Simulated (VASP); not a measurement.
Set up this calculation in VASP 6.6.1, as the native input.

```yaml
Task: single point
Functional: LDA
Potentials_or_basis: VASP PAW LDA potentials, release 64 (O, C, H)
Cutoff: 520 eV
k_mesh: 1 × 1 × 1
Occupations: fermi-dirac, width 0.02 eV
Spin: no spin polarisation
Dipole_correction: no
Further_INCAR_settings: LREAL = Auto; ALGO = Normal; EDIFF = 1e-07; NBANDS = 64
```

The structure of H4C2O3 lies in POSCAR:

```
H4C2O3
1.0
    6.2237740000      0.0000000000      0.0000000000
    0.0000000000      6.2237740000      0.0000000000
    0.0000000000      0.0000000000      6.2237740000
O C H
9 6 12
Direct
    0.3200309009      0.9369716831      0.9944448497
    0.9167910017      0.0497929391      0.8298501841
    0.6715539478      1.1411243403      0.3306675339
    0.3096031443      0.3092978633      1.0397228434
    0.5949766171      0.2671048145      0.8148592799
    0.9149914505      0.8468013138      0.1506160089
    1.0579111645      0.6277059546     -0.0969668886
    0.4569413992      0.4601066813      0.4291286927
    0.7895209563      0.5823154890      0.5335669322
    0.4285502655      0.7886533155      0.9484759569
    0.9021053785      0.2495431229      0.8381891759
    0.5843881863      0.9981082218      0.4178654302
    0.4971581552      0.3492575405      0.9661501205
    1.0061901348      0.6746870950      0.0956975623
    0.5892887499      0.5821708822      0.5273809750
    0.6131810056      0.7839616284      0.9881142856
    0.3575483300      0.6486578722      0.8676568269
    0.9455838210      0.3241120259      0.9966460864
    0.9002897599      0.3569859702      0.6995915983
    0.5727393058      0.8312801847      0.3580464201
    0.5461155884      0.9889658590      0.6001503268
    0.3111295494      0.1384529708      0.9917133881
    0.5857699846      0.4764311815      1.0516609376
    0.8909706554      0.9392371895     -0.0018316860
    1.0060776628      0.5541492991      0.2173600777
    0.5456174983      0.3204004516      0.3825492378
    0.5115224300      0.7099711526      0.6381337112
```

The input as run:

INCAR

```
SYSTEM = H4C2O3
ALGO = Normal ; EDIFF = 1E-7
ENCUT = 520 ; GGA = CA
ISIF = 2 ; ISMEAR = -1
LASPH = .TRUE. ; LCHARG = .TRUE.
LELF = .TRUE. ; LREAL = Auto
LVHAR = .TRUE. ; LWAVE = .FALSE.
NBANDS = 64 ; NELM = 80
PREC = Accurate ; SIGMA = 0.02
```

KPOINTS

```
k-points
0
G
  1 1 1
  0 0 0
```

Potentials or basis: VASP PAW LDA potentials, release 64 (O, C, H).

The run is started by

```console
$ cat potpaw_LDA.64/O/POTCAR potpaw_LDA.64/C/POTCAR potpaw_LDA.64/H/POTCAR > POTCAR
$ mpirun -np 1 vasp_gam > vasp.out
```

It gave:

| Property | Result |
| --- | --- |
| Pressure | 6.4 GPa |
| Largest force | 4.659 eV/Å |
| Band gap on the k mesh | 2.06 eV |

Caveat: the k points lie up to 1.01 Å⁻¹ apart.

Run time: 44 s on 1 thread of Intel Xeon 8259CL (shared host), peak memory 0.24 GiB.
